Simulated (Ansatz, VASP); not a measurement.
**Two plane-wave programs on LiBr**

```
Li Br
1.0
     0.00000    2.76685    2.76685
     2.76685    0.00000    2.76685
     2.76685    2.76685    0.00000
Li Br
1 1
Direct
  0.00000 0.00000 0.00000
  0.50000 0.50000 0.50000
```

Alike in both runs: task single point; functional r2SCAN; k mesh 8 × 8 × 8; occupations gaussian, width 0.02 eV; no spin polarisation.

```csv
,VASP,Ansatz
version,VASP 6.6.1,Ansatz 0.2.0
potentials or method,"VASP PAW PBE potentials, release 64 (Li_sv, Br), cutoff 830 eV","scalar-relativistic, plane waves, PAW"
valence electrons in the cell,10,10
```

VASP gave:

```
gap on the k mesh at the Fermi level (eV) : 5.79
least direct gap on the mesh (eV)         : 5.79
pressure (GPa)                            : -1.1
```

Q: Estimate Ansatz's values.

A: gap on the k mesh at the Fermi level (eV): 5.74; least direct gap on the mesh (eV): 5.74; pressure (GPa): -0.8.

VASP's potentials were made for PBE, not for r2SCAN. With one functional, cell and mesh, what is left measures potentials, basis and numerics.
